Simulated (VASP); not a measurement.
Ir:

```xyz
1
Lattice="0.0000 1.9270 1.9270 1.9270 0.0000 1.9270 1.9270 1.9270 0.0000" Properties=species:S:1:pos:R:3 pbc="T T T"
Ir    0.0000    0.0000    0.0000
```

* Program: VASP 6.6.1
* Task: relaxation of cell and atoms
* Functional: PBE
* Potentials or basis: VASP PAW PBE potentials, release 64 (Ir)
* Cutoff: 600 eV
* k mesh: 18 × 18 × 18
* Occupations: gaussian, width 0.1 eV
* Spin: no spin polarisation

At the start: pressure 5.3 GPa; volume 14.31 Å³/atom.

Problem. Where does the relaxation end?

Solution. Over 4 steps the energy falls by 3.4 meV/atom and the volume is 14.52 Å³/atom (+1.5 %); space group Fm-3m (No. 225, to 0.05 Å).

The path:
```tsv
step	energy change (eV)	largest force (eV/Å)	pressure (GPa)	volume (Å³)
1	0.0000	0.0000	5.30	14.31
2	0.0390	0.0000	-16.19	15.31
3	-0.0034	0.0000	-0.10	14.53
4	-0.0034	0.0000	0.00	14.52
```

Final structure:
```
CELL_PARAMETERS angstrom
0.00000 1.93639 1.93639
1.93639 0.00000 1.93639
1.93639 1.93639 0.00000
ATOMIC_POSITIONS crystal
Ir 0.00000 0.00000 0.00000
```
